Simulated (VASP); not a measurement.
Here is a VASP 6.6.1 calculation.

INCAR

```
ALGO = Normal
EDIFF = 1E-6
EDIFFG = -0.04
ENCUT = 600
GGA = PS
IBRION = 2
ISIF = 3
ISMEAR = 0
ISYM = 0
LASPH = T
LCHARG = F
LREAL = Auto
LWAVE = F
NELM = 100
NSW = 70
PREC = Accurate
SIGMA = 0.1
```

Contents of KPOINTS:

```
Automatic mesh
0
Gamma
  3 3 2
  0 0 0.5
```

POSCAR

```
SiC3
1.0
   -4.0710122200     -4.0710122200      0.0000000000
    0.0000000000      4.0710122200      4.0710122200
   -4.0710122200      4.0710122200     -4.0710122200
C Si
18 6
Direct
    0.5022992728      0.0020852574      0.9983381796
    0.9937160207      0.9956621737      0.0001101444
    0.8380162275      0.1683280420      0.6651075503
    0.3344862733      0.1673704145      0.6683179440
    0.6638837348      0.3333695699      0.3338349068
    0.1671138613      0.3340673393      0.3360122621
    0.4907379987      0.4924529290      0.9999325253
    0.0003252609      0.4982044244      0.0015190384
    0.8313989081      0.6628529288      0.6659217904
    0.3313883915      0.6683486449      0.6706879462
    0.6624597584      0.8286252975      0.3312870228
    0.1616971142      0.8317942132      0.3308205951
    0.6603628700      0.3271417724      0.5859777589
    0.1677383259      0.3325664484      0.5782201675
    0.4983039353      0.5003944931      0.2528165687
    0.3367405960      0.6636638842      0.9162714770
    0.6685963442      0.8433375322      0.5889054887
    0.4950607034      0.9965760250      0.2495420247
    0.3309086073      0.1637831066      0.9139924684
    0.8320672722      0.1682023924      0.9172635535
    0.9935051892      0.4995229545      0.2486337671
    0.8354345535      0.6673841447      0.9182333895
    0.1608551124      0.8328894357      0.5830432057
    0.0034423107      0.0014940296      0.2518628524
```

Potentials or basis: VASP PAW PBE potentials, release 64 (C, Si).

Launch:

```bash
$ cat potpaw_PBE.64/C/POTCAR potpaw_PBE.64/Si/POTCAR > POTCAR
$ mpirun -np 1 vasp_std > vasp.out
```

(1) Predict the band gap on the k mesh.

(2) What does it give for the relaxed volume?

## Answers

(1) 1.40 eV.

(2) 7.95 Å³/atom.

Caveat: the k points lie up to 0.46 Å⁻¹ apart in the final cell; the PAW data sets were made with another functional, which shifts forces and pressure a little; a shifted mesh leaves out Γ, where band edges can lie.
